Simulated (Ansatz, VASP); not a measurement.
## CrO2 in VASP and in Ansatz

INCAR

```
SYSTEM = CrO2
  PREC = Accurate
  ENCUT = 700
  EDIFF = 1E-6
  ISMEAR = -1
  SIGMA = 0.05
  LREAL = .FALSE.
  LASPH = .TRUE.
  NELM = 200
  ALGO = Normal
  ISIF = 2
  LWAVE = .FALSE.
  LCHARG = .TRUE.
  ISPIN = 2
  MAGMOM = 3 0 0
  LORBIT = 11
  LMAXMIX = 4
  GGA = PE
  LELF = .TRUE.
  LVHAR = .TRUE.
  NBANDS = 24
  GGA_COMPAT = .FALSE.
```

KPOINTS

```
Automatic mesh
0
G
  10 10 10
  0 0 0
```

File POSCAR:

```
CrO2
1.0
    1.4799679104      0.8544598715      4.7578054909
   -1.4799679104      0.8544598715      4.7578054909
    0.0000000000     -1.7089197429      4.7578054909
Cr O
1 2
Direct
    0.5000000000      0.5000000000      0.5000000000
    0.2309180000      0.2309180000      0.2309180000
    0.7690820000      0.7690820000      0.7690820000
```

The input input.yaml:

```yaml
crystal:
  lattice:
    - [1.4799679104, 0.8544598715, 4.7578054909]
    - [-1.4799679104, 0.8544598715, 4.7578054909]
    - [0.0, -1.7089197429, 4.7578054909]
  atoms:
    - { symbol: Cr, position: [0.5, 0.5, 0.5], spin: 3.0 }
    - { symbol: O, position: [0.230918, 0.230918, 0.230918] }
    - { symbol: O, position: [0.769082, 0.769082, 0.769082] }
hamiltonian:
  xc: pbe
  pseudopotentials: { kind: paw }
magnetization:
  spin_polarized: true
kpoints:
  mp_grid: { grid: [10, 10, 10] }
scf:
  occupations: { method: fermi_dirac, width: 0.05 }
output:
  forces: true
  stress: true
  eigenvalues: true
```

Alike in both runs: task single point; functional PBE; k mesh 10 × 10 × 10; occupations fermi-dirac, width 0.05 eV; collinear spin.

|  | VASP | Ansatz |
| --- | --- | --- |
| version | VASP 6.6.1 | Ansatz 0.2.0 |
| potentials or method | VASP PAW PBE potentials, release 64 (Cr_sv, O) | Ansatz PAW |
| plane-wave cutoff (eV) | 700 | 420 |
| valence electrons in the cell | 26 | 26 |

```tsv
	VASP	Ansatz	Ansatz less VASP
gap on the k mesh at the Fermi level (eV)	none	none	-
pressure (GPa)	-5.5	-5.0	+0.48
traceless stress, the component that is largest in VASP (GPa)	4.94	5.06	+0.125
rms of the force components (eV/Å)	0.048	0.037	-0.0102
net moment per atom (μB)	0.67	0.67	0.000
size of the moment on the site where the two differ most (μB)	1.98	1.79	-0.185
```

Site moments also hang on the region over which each program counts them. Atom by atom the forces differ by 0.010 eV/Å (rms over components). A gap of «none» marks a metal or a gap that the smearing closes.
